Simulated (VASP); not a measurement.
# RbCl (Fm-3m) in VASP: further runs

The runs below take RbCl through single point, with PBE.

Everything below comes from runs of VASP 6.6.1. Logs are shortened: lines on timing, memory, paths and dates and some standing lists are left out, and cuts for length are marked.

**1. The cell of the first run**

It takes space group Fm-3m (No. 225, cubic). The conventional cell has a = 6.275 Å, b = 6.275 Å, c = 6.275 Å, α = 90.00°, β = 90.00°, γ = 90.00°. Rb (site symmetry m-3m) has 6 Cl at 3.14 Å within 4.1 Å. Cl (site symmetry m-3m) has 6 Rb at 3.14 Å within 4.1 Å.

**2. Single point, PBE**

INCAR reads:

```
SYSTEM = RbCl
ALGO     = Normal         ! electronic algorithm
EDIFF    = 1E-6           ! SCF threshold, eV
ENCUT    = 500            ! plane-wave cutoff, eV
GGA      = PE             ! functional
GGA_COMPAT= .FALSE.      
ISIF     = 2              ! what is computed and relaxed
ISMEAR   = 0              ! smearing method
LASPH    = .TRUE.         ! aspherical terms in the spheres
LCHARG   = .FALSE.        ! write CHGCAR
LREAL    = .FALSE.        ! projectors in reciprocal space
LWAVE    = .FALSE.        ! write WAVECAR
NBANDS   = 15             ! bands
NELM     = 120            ! most SCF steps
PREC     = Accurate       ! precision mode
SIGMA    = 0.01           ! smearing width, eV
```

KPOINTS reads:

```
k-points
0
G
  5 5 5
  0 0 0
```

POSCAR reads:

```
RbCl
1.0
    0.0000000000      3.1374217224      3.1374217224
    3.1374217224      0.0000000000      3.1374217224
    3.1374217224      3.1374217224      0.0000000000
Rb Cl
1 1
Direct
    0.0000000000      0.0000000000      0.0000000000
    0.5000000000      0.5000000000      0.5000000000
```

Potentials or basis: VASP PAW PBE potentials, release 64 (Rb_sv, Cl).

The run is started by

```sh
> cat potpaw_PBE.64/Rb_sv/POTCAR potpaw_PBE.64/Cl/POTCAR > POTCAR
> mpirun -np 1 vasp_std > vasp.out
```

OUTCAR:

```text
SYSTEM = RbCl
   EDIFF = 1E-6
   ENCUT = 500
   GGA = PE
   ISIF = 2
   ISMEAR = 0
   LASPH = .TRUE.
   LREAL = .FALSE.
   NELM = 120
   PREC = Accurate

 ion  position               nearest neighbor table
   1  0.000  0.000  0.000-   2 3.14   2 3.14   2 3.14   2 3.14   2 3.14   2 3.14
   2  0.500  0.500  0.500-   1 3.14   1 3.14   1 3.14   1 3.14   1 3.14   1 3.14

  LATTYP: Found a face centered cubic cell.
 ALAT       =     6.2748434448

  Lattice vectors:

 A1 = (   0.0000000000,   3.1374217224,   3.1374217224)
 A2 = (   3.1374217224,   0.0000000000,   3.1374217224)
 A3 = (   3.1374217224,   3.1374217224,   0.0000000000)

Analysis of symmetry for initial positions (statically):
=====================================================================
 Subroutine PRICEL returns:
 Original cell was already a primitive cell.

 Routine SETGRP: Setting up the symmetry group for a
 face centered cubic supercell.

 Subroutine GETGRP returns: Found 48 space group operations
 (whereof 48 operations were pure point group operations)
 out of a pool of 48 trial point group operations.

The static configuration has the point symmetry O_h .

Analysis of symmetry for dynamics (positions and initial velocities):
=====================================================================
 Subroutine PRICEL returns:
 Original cell was already a primitive cell.

 Routine SETGRP: Setting up the symmetry group for a
 face centered cubic supercell.

 Subroutine GETGRP returns: Found 48 space group operations
 (whereof 48 operations were pure point group operations)
 out of a pool of 48 trial point group operations.

The dynamic configuration has the point symmetry O_h .

 Subroutine INISYM returns: Found 48 space group operations
 (whereof 48 operations are pure point group operations),
 and found     1 'primitive' translations

----------------------------------------------------------------------------------------

                                     Primitive cell

  volume of cell :      61.7659

  direct lattice vectors                    reciprocal lattice vectors
     0.000000000  3.137421722  3.137421722    -0.159366526  0.159366526  0.159366526
     3.137421722  0.000000000  3.137421722     0.159366526 -0.159366526  0.159366526
     3.137421722  3.137421722  0.000000000     0.159366526  0.159366526 -0.159366526

  length of vectors
     4.436984351  4.436984351  4.436984351     0.276030920  0.276030920  0.276030920

  position of ions in fractional coordinates (direct lattice)
     0.000000000  0.000000000  0.000000000
     0.500000000  0.500000000  0.500000000

  ion indices of the primitive-cell ions
   primitive index   ion index
                 1           1
                 2           2

----------------------------------------------------------------------------------------

 KPOINTS: k-points

Automatic generation of k-mesh.
 Grid dimensions read from file:
 generate k-points for:    5    5    5

 Generating k-lattice:

  Cartesian coordinates                     Fractional coordinates (reciprocal lattice)
    -0.031873305  0.031873305  0.031873305     0.200000000  0.000000000  0.000000000
     0.031873305 -0.031873305  0.031873305     0.000000000  0.200000000  0.000000000
     0.031873305  0.031873305 -0.031873305     0.000000000  0.000000000  0.200000000

  Length of vectors
     0.055206184  0.055206184  0.055206184

  Shift w.r.t. Gamma in fractional coordinates (k-lattice)
     0.000000000  0.000000000  0.000000000

 Subroutine IBZKPT returns following result:
 ===========================================

 Found     10 irreducible k-points:

 Following reciprocal coordinates:
            Coordinates               Weight
  0.000000  0.000000  0.000000      1.000000
  0.200000  0.000000  0.000000      8.000000
  0.400000  0.000000  0.000000      8.000000
  0.200000  0.200000  0.000000      6.000000
  0.400000  0.200000  0.000000     24.000000
 -0.400000  0.200000  0.000000     24.000000
 -0.200000  0.200000  0.000000     12.000000
  0.400000  0.400000  0.000000      6.000000
 -0.400000  0.400000  0.000000     12.000000
 -0.400000  0.400000  0.200000     24.000000
   k-points           NKPTS =     10   k-points in BZ     NKDIM =     10   number of bands    NBANDS=     15
   number of dos      NEDOS =    301   number of ions     NIONS =      2
   total plane-waves  NPLWV =  32768
   dimension x,y,z NGX =    32 NGY =   32 NGZ =   32
   dimension x,y,z NGXF=    64 NGYF=   64 NGZF=   64
   ions per type =               1   1
   NGX,Y,Z   is equivalent  to a cutoff of  11.99, 11.99, 11.99 a.u.
   NGXF,Y,Z  is equivalent  to a cutoff of  23.98, 23.98, 23.98 a.u.
 SYSTEM =  RbCl
   PREC   = accura    normal or accurate (medium, high low for compatibility)
   ISTART =      0    job   : 0-new  1-cont  2-samecut
   ICHARG =      2    charge: 1-file 2-atom 10-const
   ISPIN  =      1    spin polarized calculation?
   LNONCOLLINEAR =      F non collinear calculations
   LSORBIT =      F    spin-orbit coupling
   LASPH  =      T    aspherical Exc in radial PAW
   ENCUT  =  500.0 eV  36.75 Ry    6.06 a.u.   8.09  8.09  8.09*2*pi/ulx,y,z
   NELM   =    120;   NELMIN=  2; NELMDL= -5     # of ELM steps
   EDIFF  = 0.1E-05   stopping-criterion for ELM
   LREAL  =      F    real-space projection
   EDIFFG = 0.1E-04   stopping-criterion for IOM
   NSW    =      0    number of steps for IOM
   IBRION =     -1    ionic relax: 0-MD 1-quasi-New 2-CG
   NFREE  =      0    steps in history (QN), initial steepest desc. (CG)
   ISIF   =      2    stress and relaxation
   ISYM   =      2    0-nonsym 1-usesym 2-fastsym
   POTIM  = 0.5000    time-step for ionic-motion
   TEBEG  =    0.0;   TEEND  =   0.0 temperature during run
   PSTRESS=    0.0 pullay stress
   NELECT =      16.0000    total number of electrons
   NUPDOWN=      -1.0000    fix difference up-down
   EMIN   =  10.00;   EMAX   =-10.00  energy-range for DOS
   EFERMI =   0.00;   METHOD = LEGACY
   ISMEAR =     0;   SIGMA  =   0.01  broadening in eV -4-tet -1-fermi 0-gaus
   EFERMI_NEDOS =   21; number of points for ismear=-14 and -15
   IALGO  =     38    algorithm
   IMIX   =      4    mixing-type and parameters
     AMIX     =   0.40;   BMIX     =  1.00
     AMIX_MAG =   1.60;   BMIX_MAG =  1.00
  volume/ion in A,a.u.               =      30.88       208.41
  Fermi-wavevector in a.u.,A,eV,Ry     =   1.043595  1.972108 14.817972  1.089090
  Thomas-Fermi vector in A             =   2.178311
   LORBIT       =      0    0 simple, 1 ext, 2 COOP (PROOUT), +10 PAW based schemes
   GGA     = PE    functional components
   LHFCALC =     F    Hartree Fock is set to
   AEXX    =    0.0000 exact exchange contribution
   IVDW    =     0    specifies the selected vdW correction
   LEPSILON=     F    determine dielectric tensor
   LRPA    =     F    only Hartree local field effects (RPA)
 non-spin polarized calculation
 Gauss-broadening in eV      SIGMA  =   0.01
  energy-cutoff  :      500.00
  volume of cell :       61.77
 maximum number of plane-waves:      1596
   NGX = 17   NGY = 17   NGZ = 17

 number of electron      16.0000001 magnetization

 Free energy of the ion-electron system (eV)
  ---------------------------------------------------
  ext. energy  EPLUGINS =         0.00000000
  ---------------------------------------------------
  free energy    TOTEN  =        -6.51577370 eV

  energy without entropy =       -6.51577370  energy(sigma->0) =       -6.51577370

 E-fermi :  -1.1296     XC(G=0):  -7.9474

 val. band max:       -1.2736200043   @ k =   0.0000   0.0000   0.0000
 cond. band min:       4.2172979289   @ k =   0.0000   0.0000   0.0000
 fundamental gap:      5.4909179332
 Fermi energy:        -1.1295701571

 k-point     1 :       0.0000    0.0000    0.0000
  band No.  band energies     occupation
      1     -24.8914      2.00000
      2     -13.4194      2.00000
      3      -8.9359      2.00000
      4      -8.9359      2.00000
      5      -8.9359      2.00000
      6      -1.2736      2.00000
      7      -1.2736      2.00000
      8      -1.2736      2.00000
      9       4.2173      0.00000
     10       6.7714      0.00000
     11       6.7714      0.00000
     12       6.7714      0.00000
     13       7.8540      0.00000
     14       7.8540      0.00000
     15      11.2616      0.00000

 k-point     2 :       0.2000    0.0000    0.0000
  band No.  band energies     occupation
      1     -24.8799      2.00000
      2     -13.4647      2.00000
      3      -8.9407      2.00000
      4      -8.9407      2.00000
      5      -8.9080      2.00000
      6      -1.7154      2.00000
      7      -1.4533      2.00000
      8      -1.4533      2.00000
      9       5.2036      0.00000
     10       6.6099      0.00000
     11       7.3418      0.00000
     12       7.3418      0.00000
     13       8.5825      0.00000
     14       8.5825      0.00000
     15      12.9026      0.00000

 k-point     3 :       0.4000    0.0000    0.0000
  band No.  band energies     occupation
      1     -24.8611      2.00000
      2     -13.5368      2.00000
      3      -8.9480      2.00000
      4      -8.9480      2.00000
      5      -8.8638      2.00000
      6      -2.2865      2.00000
      7      -1.7192      2.00000
      8      -1.7192      2.00000
      9       6.7293      0.00000
     10       7.0335      0.00000
     11       8.8489      0.00000
     12       8.8489      0.00000
     13      10.2111      0.00000
     14      10.2111      0.00000
     15      12.1132      0.00000

 k-point     4 :       0.2000    0.2000    0.0000
  band No.  band energies     occupation
      1     -24.8763      2.00000
      2     -13.4531      2.00000
      3      -8.9947      2.00000
      4      -8.9947      2.00000
      5      -8.8955      2.00000
      6      -1.8860      2.00000
      7      -1.3259      2.00000
      8      -1.3259      2.00000
      9       5.2777      0.00000
     10       5.8381      0.00000
     11       7.9553      0.00000
     12       7.9553      0.00000
     13       8.2127      0.00000
     14       9.2649      0.00000
     15      13.3160      0.00000

 k-point     5 :       0.4000    0.2000    0.0000
  band No.  band energies     occupation
      1     -24.8604      2.00000
      2     -13.4734      2.00000
      3      -9.0334      2.00000
      4      -9.0183      2.00000
      5      -8.9777      2.00000
      6      -2.0122      2.00000
      7      -1.5736      2.00000
      8      -1.4963      2.00000
      9       5.8257      0.00000
     10       6.6304      0.00000
     11       9.0668      0.00000
     12       9.1610      0.00000
     13       9.4490      0.00000
     14       9.9424      0.00000
     15      11.6989      0.00000

 k-point     6 :      -0.4000    0.2000    0.0000
  band No.  band energies     occupation
      1     -24.8541      2.00000
      2     -13.4966      2.00000
      3      -9.1206      2.00000
      4      -8.9794      2.00000
      5      -8.9213      2.00000
      6      -2.1352      2.00000
      7      -1.7109      2.00000
      8      -1.6037      2.00000
      9       6.7309      0.00000
     10       7.1187      0.00000
     11       8.9622      0.00000
     12       9.2454      0.00000
     13       9.8766      0.00000
     14      11.2438      0.00000
     15      11.5247      0.00000

 k-point     7 :      -0.2000    0.2000    0.0000
  band No.  band energies     occupation
      1     -24.8662      2.00000
      2     -13.4918      2.00000
      3      -9.0658      2.00000
      4      -8.9309      2.00000
      5      -8.8733      2.00000
      6      -2.0796      2.00000
      7      -1.6891      2.00000
      8      -1.4014      2.00000
      9       6.1899      0.00000
     10       6.4689      0.00000
     11       7.8305      0.00000
     12       8.7641      0.00000
     13       9.0305      0.00000
     14      10.0790      0.00000
     15      12.0058      0.00000

 k-point     8 :       0.4000    0.4000    0.0000
  band No.  band energies     occupation
      1     -24.8530      2.00000
      2     -13.3908      2.00000
      3      -9.2614      2.00000
      4      -9.0903      2.00000
      5      -9.0903      2.00000
      6      -1.7000      2.00000
      7      -1.3526      2.00000
      8      -1.3526      2.00000
      9       4.9083      0.00000
     10       6.9662      0.00000
     11       8.9420      0.00000
     12       9.7161      0.00000
     13      10.3876      0.00000
     14      10.6319      0.00000
     15      10.6319      0.00000

 k-point     9 :      -0.4000    0.4000    0.0000
  band No.  band energies     occupation
      1     -24.8491      2.00000
      2     -13.4046      2.00000
      3      -9.3236      2.00000
      4      -9.0672      2.00000
      5      -9.0481      2.00000
      6      -1.6397      2.00000
      7      -1.5359      2.00000
      8      -1.4897      2.00000
      9       5.3930      0.00000
     10       8.2433      0.00000
     11       8.2439      0.00000
     12       9.3351      0.00000
     13       9.7343      0.00000
     14      10.4466      0.00000
     15      12.1152      0.00000

 k-point    10 :      -0.4000    0.4000    0.2000
  band No.  band energies     occupation
      1     -24.8510      2.00000
      2     -13.4399      2.00000
      3      -9.1854      2.00000
      4      -9.1804      2.00000
      5      -8.9149      2.00000
      6      -1.8946      2.00000
      7      -1.6147      2.00000
      8      -1.4553      2.00000
      9       6.0735      0.00000
     10       7.1422      0.00000
     11       8.5057      0.00000
     12       9.5376      0.00000
     13      10.3428      0.00000
     14      10.5710      0.00000
     15      11.6685      0.00000

------------------------ aborting loop because EDIFF is reached ----------------------------------------

  FORCE on cell =-STRESS in cart. coord.  units (eV):
  Direction    XX          YY          ZZ          XY          YZ          ZX
  --------------------------------------------------------------------------------------
  -------------------------------------------------------------------------------------
  Total        1.7618719      1.7618719      1.7618719      0.0000000      0.0000000     -0.0000000
  in kB       45.7021075     45.7021075     45.7021075      0.0000000      0.0000000     -0.0000000
  external PRESSURE =      45.7021075 kB  Pullay stress =       0.0000000 kB

 VOLUME and BASIS-vectors are now :
 -----------------------------------------------------------------------------
  energy-cutoff  :      500.00
  volume of cell :       61.77
      direct lattice vectors                 reciprocal lattice vectors
     0.000000000  3.137421722  3.137421722    -0.159366526  0.159366526  0.159366526
     3.137421722  0.000000000  3.137421722     0.159366526 -0.159366526  0.159366526
     3.137421722  3.137421722  0.000000000     0.159366526  0.159366526 -0.159366526

 POSITION                                       TOTAL-FORCE (eV/Angst)
 -----------------------------------------------------------------------------------
      0.00000      0.00000      0.00000         0.000000     -0.000000      0.000000
      3.13742      3.13742      3.13742        -0.000000      0.000000     -0.000000
 -----------------------------------------------------------------------------------
    total drift:                                0.000000     -0.000000     -0.000000

  FREE ENERGIE OF THE ION-ELECTRON SYSTEM (eV)
  ---------------------------------------------------
  free  energy   TOTEN  =        -6.5157737019 eV

  energy  without entropy=       -6.5157737019  energy(sigma->0) =       -6.51577370
```

Run time: 17 s. Hardware: 1 thread of AMD EPYC 7R13 (Zen 3), shared host; peak memory 0.14 GiB.

What came out:

- Free energy: -6.5158 eV
- Pressure: 4.6 GPa
- Band gap on the k mesh: 5.49 eV, direct

PBE gaps usually lie below the measured ones, often by a third to a half.

**3. Single point, PBE**

This run uses another cell than the first one, of 32.29 Å³/atom, 1.045 times its volume.

INCAR reads:

```
ALGO = Normal ; EDIFF = 1E-6
ENCUT = 500 ; GGA = PE
GGA_COMPAT = F ; ISIF = 2
ISMEAR = 0 ; LASPH = T
LCHARG = F ; LREAL = F
LWAVE = F ; NBANDS = 15
NELM = 120 ; PREC = Accurate
SIGMA = 0.01
```

KPOINTS reads:

```
k-points
0
Gamma
  5 5 5
```

POSCAR reads:

```
RbCl
1.0
    0.0000000000      3.1842558170      3.1842558170
    3.1842558170      0.0000000000      3.1842558170
    3.1842558170      3.1842558170      0.0000000000
Rb Cl
1 1
Direct
    0.0000000000      0.0000000000      0.0000000000
    0.5000000000      0.5000000000      0.5000000000
```

Potentials or basis: VASP PAW PBE potentials, release 64 (Rb_sv, Cl).

The run is started by

```sh
> cat potpaw_PBE.64/Rb_sv/POTCAR potpaw_PBE.64/Cl/POTCAR > POTCAR
> mpirun -np 1 vasp_std > vasp.out
```

Run time: 14 s. Hardware: 1 thread of AMD EPYC 7R13 (Zen 3), shared host; peak memory 0.17 GiB.

Results (log left out):

```yaml
Free_energy: -6.5838 eV
Pressure: 3.2 GPa
Band_gap_on_the_k_mesh: 5.33 eV, direct
```

Levels at points of the mesh, in eV from the valence-band top:
```csv
k point,band 4,band 5,band 6,band 7,band 8,band 9,band 10,band 11,band 12,band 13
"(0.00, 0.00, 0.00)",-7.75,-7.75,0.00,0.00,0.00,5.33,8.04,8.04,8.04,9.09
```

As with any semilocal functional, this PBE gap is likely too small.

**4. Single point, PBE**

This run uses another cell than the first one, of 33.69 Å³/atom, 1.091 times its volume.

INCAR reads:

```
ALGO = Normal
EDIFF = 1E-6
ENCUT = 500
GGA = PE
GGA_COMPAT = F
ISIF = 2
ISMEAR = 0
LASPH = T
LCHARG = F
LREAL = F
LWAVE = F
NBANDS = 15
NELM = 120
PREC = Accurate
SIGMA = 0.01
```

KPOINTS is that of step 3.

POSCAR reads:

```
RbCl
1.0
    0.0000000000      3.2297513325      3.2297513325
    3.2297513325      0.0000000000      3.2297513325
    3.2297513325      3.2297513325      0.0000000000
Rb Cl
1 1
Direct
    0.0000000000      0.0000000000      0.0000000000
    0.5000000000      0.5000000000      0.5000000000
```

The run is started by

```sh
> cat potpaw_PBE.64/Rb_sv/POTCAR potpaw_PBE.64/Cl/POTCAR > POTCAR
> mpirun -np 1 vasp_std > vasp.out
```

Run time: 18 s. Hardware: 1 thread of AMD EPYC 7R13 (Zen 3), shared host; peak memory 0.17 GiB.

Results (log left out):

| Item | Value |
| --- | --- |
| Free energy | -6.6297 eV |
| Pressure | 2.0 GPa |
| Band gap on the k mesh | 5.18 eV, direct |

Levels at points of the mesh, in eV from the valence-band top:
```csv
k point,band 6,band 7,band 8,band 9,band 10,band 11
"(0.00, 0.00, 0.00)",0.00,0.00,0.00,5.18,8.02,8.02
```

Expect the measured gap to be larger: semilocal functionals such as PBE lack the derivative discontinuity.

**5. Overview**

| cell | gap on the mesh (eV) | pressure (GPa) |
| --- | --- | --- |
| a = 4.437 Å, angles 60.0°, 2 atoms | 5.49 | 4.6 |
| a = 4.503 Å, angles 60.0°, 2 atoms | 5.33 | 3.2 |
| a = 4.568 Å, angles 60.0°, 2 atoms | 5.18 | 2.0 |

Alike in all rows: task single point; level PBE; potentials or basis VASP PAW PBE potentials, release 64 (Rb_sv, Cl); no spin polarisation; k mesh 5 × 5 × 5; cutoff (eV) 500; smearing gaussian 0.01 eV.

Absolute energies hang on the potentials; compare differences alone.
